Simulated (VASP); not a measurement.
A run of VASP 6.6.1 is set up as follows.

File INCAR:

```
SYSTEM = Ti8Al23
PREC     = Accurate       ! precision mode
ENCUT    = 520            ! plane-wave cutoff, eV
EDIFF    = 1E-6           ! SCF threshold, eV
ISMEAR   = 1              ! smearing method
SIGMA    = 0.1            ! smearing width, eV
LREAL    = Auto         
LASPH    = .True.         ! aspherical terms in the spheres
NELM     = 80             ! most SCF steps
ALGO     = Normal         ! electronic algorithm
ISIF     = 2              ! what is computed and relaxed
LWAVE    = .False.        ! write WAVECAR
LCHARG   = .True.         ! write CHGCAR
GGA      = PE             ! functional
LELF     = .True.         ! ELF
LVHAR    = .True.       
NBANDS   = 104            ! bands
```

KPOINTS

```
regular mesh
0
Gamma
  1 1 1
  0 0 0
```

File POSCAR:

```
Ti8Al23
1.0
    7.6895028900      0.0000000000      0.0000000000
    0.0000000000      7.6895028900      0.0000000000
    0.0000000000      0.0000000000      8.6237151300
Ti Al
8 23
Direct
   -0.0061677589      0.0018810059     -0.0019164594
    0.2437621816      0.2561815800      0.5101193550
    0.0017188367      0.4982271357     -0.0008462710
    0.2527742076      0.7433053972      0.5026092507
    0.5071577520     -0.0072111294     -0.0092641047
    0.7566407196      0.2471715047      0.5026089029
    0.4980618455      0.5061106102     -0.0019162275
    0.7490776819      0.7508646635      0.5016813444
    0.0058507033     -0.0035960712      0.4918057863
    0.2518153680      0.2481291739     -0.0108988990
    0.0031637936      0.2460529669      0.2495541617
    0.2486007259     -0.0020488971      0.7506277634
   -0.0010202220      0.2504536415      0.7509284458
    0.3760011592      0.1239439030      0.2508915203
   -0.0030814736      0.5030273160      0.4961955417
    0.2471513474      0.7551480353      0.0092348830
    0.0048852313      0.7540102505      0.2503832707
    0.2494914206      0.5009647639      0.7509279820
    0.0000854412      0.7491854912      0.7504074407
    0.2538939159      0.4967771070      0.2495540457
    0.4989421364      0.0010046163      0.5131772019
    0.7447980815      0.2527942349      0.0092331436
    0.7519622637     -0.0012242664      0.7499470823
    0.5019931789      0.2513444663      0.7506286910
    0.7477991858      0.0028983668      0.2513139601
    0.5035390526      0.4940927982      0.4918064820
    0.7539538099      0.7459900961      0.0046662024
    0.4970469554      0.7521444601      0.2513137282
    0.7507598453      0.4998588407      0.7504060492
    0.5011688083      0.7479821625      0.7499485897
    0.7459352161      0.4950604811      0.2503836186
```

Potentials or basis: VASP PAW PBE potentials, release 64 (Ti_sv, Al).

Run with:

```console
$ cat potpaw_PBE.64/Ti_sv/POTCAR potpaw_PBE.64/Al/POTCAR > POTCAR
$ mpirun -np 1 vasp_gam > vasp.out
```

**Question.** Predict the pressure.

**Answer.** -0.9 GPa.

**Question.** What does it give for the largest force?

**Answer.** 0.018 eV/Å.

Forces on the atoms (eV/Å):
```
Ti   0.008 -0.003  0.002
Ti  -0.002  0.002  0.001
Ti  -0.001  0.001  0.004
Ti  -0.012  0.002  0.006
Ti   0.003 -0.003  0.006
Ti  -0.002  0.012  0.006
Ti   0.003 -0.008  0.002
Ti  -0.003  0.003 -0.007
Al   0.002 -0.003 -0.004
Al   0.003 -0.003 -0.017
Al   0.003  0.001  0.002
Al  -0.004 -0.006 -0.002
Al  -0.003  0.003 -0.002
Al  -0.009  0.009 -0.007
Al   0.001 -0.001  0.001
Al  -0.002 -0.001  0.005
Al   0.001  0.000  0.002
Al  -0.003  0.003 -0.002
Al   0.003  0.000 -0.001
Al  -0.001 -0.003  0.002
Al   0.005 -0.005 -0.003
Al   0.001  0.002  0.005
Al  -0.001 -0.006  0.002
Al   0.006  0.004 -0.002
Al  -0.004 -0.001  0.002
Al   0.003 -0.002 -0.004
Al  -0.002  0.002 -0.001
Al   0.001  0.004  0.002
Al   0.000 -0.003 -0.001
Al   0.006  0.001  0.002
Al   0.000 -0.001  0.002
```

Caveat: the k points lie up to 0.82 Å⁻¹ apart.
